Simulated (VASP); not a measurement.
# Nb (I4/mmm) in VASP: a series of runs

Runs on Nb. Level: PBEsol. Tasks: single point.

Program: VASP 6.6.1. These are calculated values, not measurements. Logs are shortened: lines on timing, memory, paths and dates and some standing lists are left out, and cuts for length are marked.

## 1. The cell of the first run

Symmetry: I4/mmm, No. 139, tetragonal system. The conventional cell has a = 3.378 Å, b = 3.378 Å, c = 3.228 Å, α = 90.00°, β = 90.00°, γ = 90.00°. Nb (site symmetry 4/mmm) has 14 Nb at 2.88 to 3.38 Å within 3.8 Å.

## 2. Single point, PBEsol (strain +0.015 along x and y, -0.030 along z)

INCAR reads:

```
PREC = Accurate
ENCUT = 520
EDIFF = 1E-6
ISMEAR = 0
SIGMA = 0.15
LREAL = F
LASPH = T
NELM = 80
ALGO = Fast
ISIF = 2
LWAVE = F
LCHARG = F
GGA = PS
NBANDS = 12
```

KPOINTS reads:

```
regular mesh
0
Gamma
  20 20 20
```

POSCAR reads:

```
Nb
1.0
   -1.6889092500      1.6889092500      1.6140315000
    1.6889092500     -1.6889092500      1.6140315000
    1.6889092500      1.6889092500     -1.6140315000
Nb
1
Direct
    0.0000000000      0.0000000000      0.0000000000
```

Potentials or basis: VASP PAW PBE potentials, release 64 (Nb_sv).

Started as:

```
$ cat potpaw_PBE.64/Nb_sv/POTCAR > POTCAR
$ mpirun -np 1 vasp_std > vasp.out
```

OUTCAR:

```text
PREC = Accurate
   ENCUT = 520
   EDIFF = 1E-6
   ISMEAR = 0
   LREAL = F
   LASPH = T
   NELM = 80
   ISIF = 2
   GGA = PS

 ion  position               nearest neighbor table
   1  0.000  0.000  0.000-

  LATTYP: Found a body centered tetragonal cell.
 ALAT       =     3.3778185000
 C/A-ratio  =     0.9556650246

  Lattice vectors:

 A1 = (  -1.6889092500,   1.6889092500,   1.6140315000)
 A2 = (   1.6889092500,  -1.6889092500,   1.6140315000)
 A3 = (   1.6889092500,   1.6889092500,  -1.6140315000)

Analysis of symmetry for initial positions (statically):
=====================================================================
 Subroutine PRICEL returns:
 Original cell was already a primitive cell.

 Routine SETGRP: Setting up the symmetry group for a
 body centered tetragonal supercell.

 Subroutine GETGRP returns: Found 16 space group operations
 (whereof 16 operations were pure point group operations)
 out of a pool of 16 trial point group operations.

The static configuration has the point symmetry D_4h.

Analysis of symmetry for dynamics (positions and initial velocities):
=====================================================================
 Subroutine PRICEL returns:
 Original cell was already a primitive cell.

 Routine SETGRP: Setting up the symmetry group for a
 body centered tetragonal supercell.

 Subroutine GETGRP returns: Found 16 space group operations
 (whereof 16 operations were pure point group operations)
 out of a pool of 16 trial point group operations.

The dynamic configuration has the point symmetry D_4h.

 Subroutine INISYM returns: Found 16 space group operations
 (whereof 16 operations are pure point group operations),
 and found     1 'primitive' translations

----------------------------------------------------------------------------------------

                                     Primitive cell

  volume of cell :      18.4155

  direct lattice vectors                    reciprocal lattice vectors
    -1.688909250  1.688909250  1.614031500     0.000000000  0.296049062  0.309783297
     1.688909250 -1.688909250  1.614031500     0.296049062  0.000000000  0.309783297
     1.688909250  1.688909250 -1.614031500     0.296049062  0.296049062  0.000000000

  length of vectors
     2.882694329  2.882694329  2.882694329     0.428498236  0.428498236  0.418676599

  position of ions in fractional coordinates (direct lattice)
     0.000000000  0.000000000  0.000000000

  ion indices of the primitive-cell ions
   primitive index   ion index
                 1           1

[... 77 lines left out ...]
   ISIF   =      2    stress and relaxation
   ISYM   =      2    0-nonsym 1-usesym 2-fastsym
   POTIM  = 0.5000    time-step for ionic-motion
   TEBEG  =    0.0;   TEEND  =   0.0 temperature during run
   PSTRESS=    0.0 pullay stress
   NELECT =      13.0000    total number of electrons
   NUPDOWN=      -1.0000    fix difference up-down
   EMIN   =  10.00;   EMAX   =-10.00  energy-range for DOS
   EFERMI =   0.00;   METHOD = LEGACY
   ISMEAR =     0;   SIGMA  =   0.15  broadening in eV -4-tet -1-fermi 0-gaus
   EFERMI_NEDOS =   21; number of points for ismear=-14 and -15
   IALGO  =     68    algorithm
   IMIX   =      4    mixing-type and parameters
     AMIX     =   0.40;   BMIX     =  1.00
     AMIX_MAG =   1.60;   BMIX_MAG =  1.00
  volume/ion in A,a.u.               =      18.42       124.27
  Fermi-wavevector in a.u.,A,eV,Ry     =   1.457676  2.754609 28.909931  2.124820
  Thomas-Fermi vector in A             =   2.574450
   LORBIT       =      0    0 simple, 1 ext, 2 COOP (PROOUT), +10 PAW based schemes
   GGA     = PS    functional components
   LHFCALC =     F    Hartree Fock is set to
   AEXX    =    0.0000 exact exchange contribution
   IVDW    =     0    specifies the selected vdW correction
   LEPSILON=     F    determine dielectric tensor
   LRPA    =     F    only Hartree local field effects (RPA)
 non-spin polarized calculation
 RMM-DIIS sequential band-by-band and
 Gauss-broadening in eV      SIGMA  =   0.15
  energy-cutoff  :      520.00
  volume of cell :       18.42
 maximum number of plane-waves:       511
 NGX is ok and might be reduce to    24
   NGX = 11   NGY = 11   NGZ = 11

 number of electron      13.0000000 magnetization

 Free energy of the ion-electron system (eV)
  ---------------------------------------------------
  ext. energy  EPLUGINS =         0.00000000
  ---------------------------------------------------
  free energy    TOTEN  =       -10.92772398 eV

  energy without entropy =      -10.90996326  energy(sigma->0) =      -10.91884362

 E-fermi :  10.7467     XC(G=0): -12.5141

 val. band max:       10.7458625826   @ k =  -0.2500   0.3500   0.1000
 cond. band min:      10.7527398792   @ k =  -0.1000  -0.3500   0.1000
 fundamental gap:      0.0068772966
 Fermi energy:        10.7467429496

 k-point     1 :       0.0000    0.0000    0.0000
  band No.  band energies     occupation
      1     -43.5566      2.00000
      2     -18.9187      2.00000
      3     -18.9187      2.00000
      4     -18.9171      2.00000
      5       4.8082      2.00000
      6      10.7945      0.65272
      7      11.2979      0.00000
      8      11.2979      0.00000
      9      13.5856      0.00000
     10      14.2698      0.00000
     11      24.6445      0.00000
     12      24.6446      0.00000
[... 331 lines left out ...]
 k-point    24 :      -0.3500    0.0500    0.0000
  band No.  band energies     occupation
      1     -43.3886      2.00000
      2     -19.8594      2.00000
      3     -19.2292      2.00000
      4     -18.9513      2.00000
      5       7.2684      2.00000
      6       9.4657      2.00000
      7      10.9489      0.05666
      8      13.8398      0.00000
      9      14.2907      0.00000
     10      14.8541      0.00000
     11      23.8213      0.00000
     12      25.4484      0.00000

 [... further k-points ...]
[... 5 lines left out ...]
  --------------------------------------------------------------------------------------
  -------------------------------------------------------------------------------------
  Total       -1.1363740     -1.1363740     -0.6667786      0.0000000      0.0000000      0.0000000
  in kB      -98.8660621    -98.8660621    -58.0106307      0.0000000      0.0000000      0.0000000
  external PRESSURE =     -85.2475850 kB  Pullay stress =       0.0000000 kB

 VOLUME and BASIS-vectors are now :
 -----------------------------------------------------------------------------
  energy-cutoff  :      520.00
  volume of cell :       18.42
      direct lattice vectors                 reciprocal lattice vectors
    -1.688909250  1.688909250  1.614031500     0.000000000  0.296049062  0.309783297
     1.688909250 -1.688909250  1.614031500     0.296049062  0.000000000  0.309783297
     1.688909250  1.688909250 -1.614031500     0.296049062  0.296049062  0.000000000

 POSITION                                       TOTAL-FORCE (eV/Angst)
 -----------------------------------------------------------------------------------
      0.00000      0.00000      0.00000         0.000000      0.000000      0.000000
 -----------------------------------------------------------------------------------
    total drift:                                0.000000      0.000000      0.000000

  FREE ENERGIE OF THE ION-ELECTRON SYSTEM (eV)
  ---------------------------------------------------
  free  energy   TOTEN  =       -10.9277239795 eV

  energy  without entropy=      -10.9099632647  energy(sigma->0) =      -10.91884362
```

Wall time 2.4 min (1 thread of Intel Xeon 6975P-C, shared host); peak memory 0.25 GiB.

Results:

```
Free energy : -10.9277 eV
Pressure    : -8.5 GPa
```

Stress tensor (GPa, compression positive):
```
-9.89  0.00  0.00
 0.00 -9.89  0.00
 0.00  0.00 -5.80
```

Levels at points of the mesh, in eV from the Fermi level:
| k point | band 3 | band 4 | band 5 | band 6 | band 7 | band 8 | band 9 | band 10 |
| --- | --- | --- | --- | --- | --- | --- | --- | --- |
| (0.00, 0.00, 0.00) | -29.67 | -29.66 | -5.94 | 0.05 | 0.55 | 0.55 | 2.84 | 3.52 |
| (0.50, 0.00, 0.00) | -30.08 | -29.70 | -3.67 | -1.77 | 2.28 | 3.28 | 4.15 | 6.24 |
| (0.50, 0.50, 0.00) | -30.04 | -29.65 | -3.63 | -1.24 | 1.95 | 2.78 | 3.68 | 6.15 |
| (0.50, 0.50, 0.50) | -30.58 | -30.46 | -3.67 | -3.56 | 5.43 | 5.43 | 5.60 | 8.50 |

Caveat: the cell differs from its parent crystal (strain +0.015 along x and y, -0.030 along z); the PAW data sets were made with another functional, which shifts forces and pressure a little.

## 3. Single point, PBEsol (strain +0.000 along x and y, +0.015 along z)

INCAR reads:

```
SYSTEM = Nb
  PREC = Accurate
  ENCUT = 520
  EDIFF = 1E-6
  ISMEAR = 0
  SIGMA = 0.15
  LREAL = .FALSE.
  LASPH = .TRUE.
  NELM = 60
  ALGO = Fast
  ISIF = 2
  LWAVE = .FALSE.
  LCHARG = .FALSE.
  GGA = PS
  NBANDS = 12
```

KPOINTS reads:

```
Automatic mesh
0
G
  20 20 20
  0 0 0
```

POSCAR reads:

```
Nb
1.0
   -1.6639500000      1.6639500000      1.6889092500
    1.6639500000     -1.6639500000      1.6889092500
    1.6639500000      1.6639500000     -1.6889092500
Nb
1
Direct
    0.0000000000      0.0000000000      0.0000000000
```

Potentials or basis: VASP PAW PBE potentials, release 64 (Nb_sv).

Started as:

```
$ cat potpaw_PBE.64/Nb_sv/POTCAR > POTCAR
$ mpirun -np 1 vasp_std > vasp.out
```

Wall time 2.4 min (1 thread of Intel Xeon 6975P-C, shared host); peak memory 0.26 GiB.

The run converged. Its results:

```
Free energy : -10.9170 eV
Pressure    : -10.9 GPa
```

Stress tensor (GPa, compression positive):
```
-10.37   0.00   0.00
  0.00 -10.37   0.00
  0.00   0.00 -11.93
```

Levels at points of the mesh, in eV from the Fermi level:
| k point | band 2 | band 3 | band 4 | band 5 | band 6 | band 7 | band 8 | band 9 | band 10 | band 11 |
| --- | --- | --- | --- | --- | --- | --- | --- | --- | --- | --- |
| (0.00, 0.00, 0.00) | -29.72 | -29.72 | -29.72 | -5.91 | 0.32 | 0.32 | 0.47 | 3.05 | 3.26 | 13.94 |
| (0.50, 0.00, 0.00) | -30.94 | -30.10 | -29.73 | -3.59 | -1.51 | 2.06 | 3.08 | 3.80 | 6.09 | 11.42 |
| (0.50, 0.50, 0.00) | -30.93 | -30.11 | -29.74 | -3.60 | -1.67 | 2.17 | 3.30 | 3.89 | 6.13 | 11.45 |
| (0.50, 0.50, 0.50) | -30.58 | -30.54 | -30.54 | -3.55 | -3.51 | 5.34 | 5.39 | 5.39 | 8.49 | 8.84 |

Caveat: the cell differs from its parent crystal (strain +0.000 along x and y, +0.015 along z); the PAW data sets were made with another functional, which shifts forces and pressure a little.

## 4. Single point, PBEsol (strain +0.030 along x and y, +0.000 along z)

INCAR reads:

```
SYSTEM = Nb
PREC = Accurate ; ENCUT = 520
EDIFF = 1E-6 ; ISMEAR = 0
SIGMA = 0.15 ; LREAL = .False.
LASPH = .True. ; NELM = 100
ALGO = Fast ; ISIF = 2
LWAVE = .False. ; LCHARG = .False.
GGA = PS ; NBANDS = 12
```

KPOINTS reads:

```
Automatic mesh
0
Gamma
  20 20 20
  0 0 0
```

POSCAR reads:

```
Nb
1.0
   -1.7138685000      1.7138685000      1.6639500000
    1.7138685000     -1.7138685000      1.6639500000
    1.7138685000      1.7138685000     -1.6639500000
Nb
1
Direct
    0.0000000000      0.0000000000      0.0000000000
```

Potentials or basis: VASP PAW PBE potentials, release 64 (Nb_sv).

Started as:

```
$ cat potpaw_PBE.64/Nb_sv/POTCAR > POTCAR
$ mpirun -np 1 vasp_std > vasp.out
```

OUTCAR:

```text
SYSTEM = Nb
   PREC = Accurate
   ENCUT = 520
   EDIFF = 1E-6
   ISMEAR = 0
   LREAL = .False.
   LASPH = .True.
   NELM = 100
   ISIF = 2
   GGA = PS

 ion  position               nearest neighbor table
   1  0.000  0.000  0.000-

  LATTYP: Found a body centered tetragonal cell.
 ALAT       =     3.4277370000
 C/A-ratio  =     0.9708737864

  Lattice vectors:

 A1 = (  -1.7138685000,   1.7138685000,   1.6639500000)
 A2 = (   1.7138685000,  -1.7138685000,   1.6639500000)
 A3 = (   1.7138685000,   1.7138685000,  -1.6639500000)

Analysis of symmetry for initial positions (statically):
=====================================================================
 Subroutine PRICEL returns:
 Original cell was already a primitive cell.

 Routine SETGRP: Setting up the symmetry group for a
 body centered tetragonal supercell.

 Subroutine GETGRP returns: Found 16 space group operations
 (whereof 16 operations were pure point group operations)
 out of a pool of 16 trial point group operations.

The static configuration has the point symmetry D_4h.

Analysis of symmetry for dynamics (positions and initial velocities):
=====================================================================
 Subroutine PRICEL returns:
 Original cell was already a primitive cell.

 Routine SETGRP: Setting up the symmetry group for a
 body centered tetragonal supercell.

 Subroutine GETGRP returns: Found 16 space group operations
 (whereof 16 operations were pure point group operations)
 out of a pool of 16 trial point group operations.

The dynamic configuration has the point symmetry D_4h.

 Subroutine INISYM returns: Found 16 space group operations
 (whereof 16 operations are pure point group operations),
 and found     1 'primitive' translations

----------------------------------------------------------------------------------------

                                     Primitive cell
[... 111 lines left out ...]
  Fermi-wavevector in a.u.,A,eV,Ry     =   1.428908  2.700244 27.780068  2.041777
  Thomas-Fermi vector in A             =   2.548919
   LORBIT       =      0    0 simple, 1 ext, 2 COOP (PROOUT), +10 PAW based schemes
   GGA     = PS    functional components
   LHFCALC =     F    Hartree Fock is set to
   AEXX    =    0.0000 exact exchange contribution
   IVDW    =     0    specifies the selected vdW correction
   LEPSILON=     F    determine dielectric tensor
   LRPA    =     F    only Hartree local field effects (RPA)
 non-spin polarized calculation
 RMM-DIIS sequential band-by-band and
 Gauss-broadening in eV      SIGMA  =   0.15
  energy-cutoff  :      520.00
  volume of cell :       19.55
 maximum number of plane-waves:       550
 NGX is ok and might be reduce to    24
   NGX = 11   NGY = 11   NGZ = 11

 number of electron      13.0000000 magnetization

 Free energy of the ion-electron system (eV)
  ---------------------------------------------------
  ext. energy  EPLUGINS =         0.00000000
  ---------------------------------------------------
  free energy    TOTEN  =       -10.84258956 eV

  energy without entropy =      -10.82343668  energy(sigma->0) =      -10.83301312

 E-fermi :   9.9478     XC(G=0): -12.2100

 val. band max:        9.9463615363   @ k =  -0.2000  -0.3500   0.0500
 cond. band min:       9.9478411829   @ k =  -0.3000   0.4500   0.1500
 fundamental gap:      0.0014796465
 Fermi energy:         9.9478089397

 k-point     1 :       0.0000    0.0000    0.0000
  band No.  band energies     occupation
      1     -44.4489      2.00000
      2     -19.9193      2.00000
      3     -19.9193      2.00000
      4     -19.9182      2.00000
      5       4.1386      2.00000
      6      10.1284      0.08856
      7      10.4299      0.00001
      8      10.4299      0.00001
      9      12.7564      0.00000
     10      13.1596      0.00000
     11      23.7609      0.00000
     12      23.7609      0.00000
[... 331 lines left out ...]
 k-point    24 :      -0.3500    0.0500    0.0000
  band No.  band energies     occupation
      1     -44.3180      2.00000
      2     -20.6965      2.00000
      3     -20.1760      2.00000
      4     -19.9405      2.00000
      5       6.5863      2.00000
      6       8.8458      2.00000
      7      10.0626      0.27925
      8      12.7899      0.00000
      9      13.2945      0.00000
     10      13.7715      0.00000
     11      22.7131      0.00000
     12      23.7176      0.00000

 [... further k-points ...]
[... 5 lines left out ...]
  --------------------------------------------------------------------------------------
  -------------------------------------------------------------------------------------
  Total       -2.1100055     -2.1100055     -1.8128417      0.0000000      0.0000000      0.0000000
  in kB     -172.9174820   -172.9174820   -148.5645579      0.0000000      0.0000000      0.0000000
  external PRESSURE =    -164.7998407 kB  Pullay stress =       0.0000000 kB

 VOLUME and BASIS-vectors are now :
 -----------------------------------------------------------------------------
  energy-cutoff  :      520.00
  volume of cell :       19.55
      direct lattice vectors                 reciprocal lattice vectors
    -1.713868500  1.713868500  1.663950000     0.000000000  0.291737668  0.300489798
     1.713868500 -1.713868500  1.663950000     0.291737668  0.000000000  0.300489798
     1.713868500  1.713868500 -1.663950000     0.291737668  0.291737668  0.000000000

 POSITION                                       TOTAL-FORCE (eV/Angst)
 -----------------------------------------------------------------------------------
      0.00000      0.00000      0.00000         0.000000     -0.000000      0.000000
 -----------------------------------------------------------------------------------
    total drift:                                0.000000      0.000000     -0.000000

  FREE ENERGIE OF THE ION-ELECTRON SYSTEM (eV)
  ---------------------------------------------------
  free  energy   TOTEN  =       -10.8425895595 eV

  energy  without entropy=      -10.8234366822  energy(sigma->0) =      -10.83301312
```

stdout:

```text
POSCAR found type information on POSCAR Nb
 POSCAR found :  1 types and       1 ions
 scaLAPACK will be used
 -----------------------------------------------------------------------------
|                                                                             |
|                                                                             |
|     You enforced a specific xc type in the INCAR file but a different       |
|     I HOPE YOU KNOW WHAT YOU ARE DOING!                                     |
|                                                                             |
 -----------------------------------------------------------------------------

 LDA part: xc-table for (Slater+PW92), standard interpolation
 POSCAR, INCAR and KPOINTS ok, starting setup
 FFT: planning ... GRIDC
 FFT: planning ... GRID_SOFT
 FFT: planning ... GRID
 WAVECAR not read
 entering main loop
WARNING in EDDRMM: call to ZHEGV failed, returncode =   6  3     11
WARNING in EDDRMM: call to ZHEGV failed, returncode =   8  4     10
WARNING in EDDRMM: call to ZHEGV failed, returncode =   6  3      9
```

It took 2.6 min on 1 thread of Intel Xeon 6975P-C, shared host; peak memory 0.26 GiB.

What came out:

- Free energy: -10.8426 eV
- Pressure: -16.5 GPa

Stress tensor (GPa, compression positive):
```
-17.29   0.00   0.00
  0.00 -17.29   0.00
  0.00   0.00 -14.86
```

Caveat: the cell differs from its parent crystal (strain +0.030 along x and y, +0.000 along z); the PAW data sets were made with another functional, which shifts forces and pressure a little.

## 5. Summary

| cell | gap on the mesh (eV) | pressure (GPa) |
| --- | --- | --- |
| a = 2.883 Å, angles 108.3, 108.3, 111.9°, 1 atom | none | -8.5 |
| a = 2.897 Å, angles 109.9, 109.9, 108.7°, 1 atom | none | -10.9 |
| a = 2.940 Å, angles 108.7, 108.7, 111.1°, 1 atom | none | -16.5 |

Alike in all rows: task single point; level PBEsol; potentials or basis VASP PAW PBE potentials, release 64 (Nb_sv); no spin polarisation; k mesh 20 × 20 × 20; cutoff (eV) 520; smearing gaussian 0.15 eV.

Caveats: the PAW data sets were made with another functional, which shifts forces and pressure a little.

Absolute energies hang on the potentials; compare differences alone.
